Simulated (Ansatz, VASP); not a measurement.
Two plane-wave programs on Ti2TeSe

File INCAR:

```
ALGO     = Normal         # electronic algorithm
EDIFF    = 1E-6           # SCF threshold, eV
EDIFFG   = -0.005         # ionic threshold
ENCUT    = 600            # plane-wave cutoff, eV
GGA      = PS             # functional
IBRION   = 2              # ionic algorithm
ISIF     = 3              # what is computed and relaxed
ISMEAR   = 0              # smearing method
LASPH    = T              # aspherical terms in the spheres
LCHARG   = F              # write CHGCAR
LREAL    = F              # projectors in reciprocal space
LWAVE    = F              # write WAVECAR
NELM     = 100            # most SCF steps
NSW      = 100            # ionic steps
PREC     = Accurate       # precision mode
SIGMA    = 0.1            # smearing width, eV
```

Contents of KPOINTS:

```
k-points
0
Gamma
  15 15 6
```

Contents of POSCAR:

```
Ti2TeSe
1.0
    3.4823438919      0.0000000000      0.0000000000
   -1.7411719459      3.0157982752      0.0000000000
    0.0000000000      0.0000000000      7.1640390323
Ti Te Se
2 1 1
Direct
    0.3333333333      0.6666666667      0.2773448067
    0.6666666667      0.3333333333      0.7226551933
    0.0000000000      0.0000000000      0.0000000000
    0.0000000000      0.0000000000      0.5000000000
```

Input for Ansatz:

```yaml
crystal:
  lattice:
    - [3.4823438919, 0.0, 0.0]
    - [-1.7411719459, 3.0157982752, 0.0]
    - [0.0, 0.0, 7.1640390323]
  atoms:
    - { symbol: Ti, position: [0.3333333333, 0.6666666667, 0.2773448067] }
    - { symbol: Ti, position: [0.6666666667, 0.3333333333, 0.7226551933] }
    - { symbol: Te, position: [0.0, 0.0, 0.0] }
    - { symbol: Se, position: [0.0, 0.0, 0.5] }
basis:
  ecutwfc: 420
kpoints:
  mp_grid: { grid: [15, 15, 6] }
hamiltonian:
  xc: pbesol
scf:
  occupations: { method: gaussian, width: 0.1 }
output:
  forces: true
  stress: true
  eigenvalues: true
relax:
  adjacent_minimum: "off"
  f_tol: 0.005
  max_steps: 80
  cell: { stress_tol: 0.05 }
```

Alike in both runs: task relaxation of cell and atoms; functional PBEsol; k mesh 15 × 15 × 6; occupations gaussian, width 0.1 eV; no spin polarisation.

|  | VASP | Ansatz |
| --- | --- | --- |
| version | VASP 6.6.1 | Ansatz 0.2.0 |
| potentials or method | VASP PAW PBE potentials, release 64 (Ti_sv, Te, Se), cutoff 600 eV | scalar-relativistic, plane waves, PAW |
| valence electrons in the cell | 36 | 56 |

|  | VASP | Ansatz | Ansatz less VASP |
| --- | --- | --- | --- |
| gap on the k mesh at the Fermi level, each at its own relaxed structure (eV) | none | none | - |
| relaxed volume (Å³/atom) | 18.88 | 18.84 | -0.042 |
| relaxed cell length with the largest relative difference (Å) | 3.496 | 3.492 | -0.0043 |

VASP's potentials were made for PBE, not for PBEsol. A gap of «none» marks a metal or a gap that the smearing closes. VASP's potentials hold 36 valence electrons a cell and Ansatz's 56, so a difference there can come from the potentials and not from the codes.

Spin-orbit coupling is off throughout.
